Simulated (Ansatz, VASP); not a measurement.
**TaNbO: VASP beside Ansatz**

```xyz
6
Lattice="2.9535 0.0000 0.0000 0.0000 3.5301 0.0000 0.0000 0.0000 7.6395" Properties=species:S:1:pos:R:3 pbc="T T T"
Ta    1.4767    1.7650    0.7792
Ta    0.0000    0.0000    6.8603
Nb    0.0000    1.7650    2.4446
Nb    1.4767    0.0000    5.1949
O     0.0000    1.7650    7.3721
O     1.4767    0.0000    0.2674
```

Change from the starting cell: species swapped into the CrBrO type (Pmmn, No. 59).

Alike in both runs: task single point; functional PBE; k mesh 6 × 6 × 2; occupations gaussian, width 0.1 eV; no spin polarisation.

|  | VASP | Ansatz |
| --- | --- | --- |
| version | VASP 6.6.1 | Ansatz 0.2.0 |
| potentials or method | VASP PAW PBE potentials, release 64 (Ta_pv, Nb_sv, O), cutoff 520 eV | scalar-relativistic, plane waves, PAW |
| valence electrons in the cell | 60 | 64 |

```csv
,VASP,Ansatz,Ansatz less VASP
gap on the k mesh at the Fermi level (eV),none,none,-
rms of the force components (eV/Å),5.307,5.179,-0.1280
```

Atom by atom the forces differ by 0.129 eV/Å (rms over components). A gap of «none» marks a metal or a gap that the smearing closes. VASP's potentials hold 60 valence electrons a cell and Ansatz's 64, so a difference there can come from the potentials and not from the codes.

The k mesh is coarse, so the values compare programs but aren't converged. Neither program's run includes spin-orbit coupling.
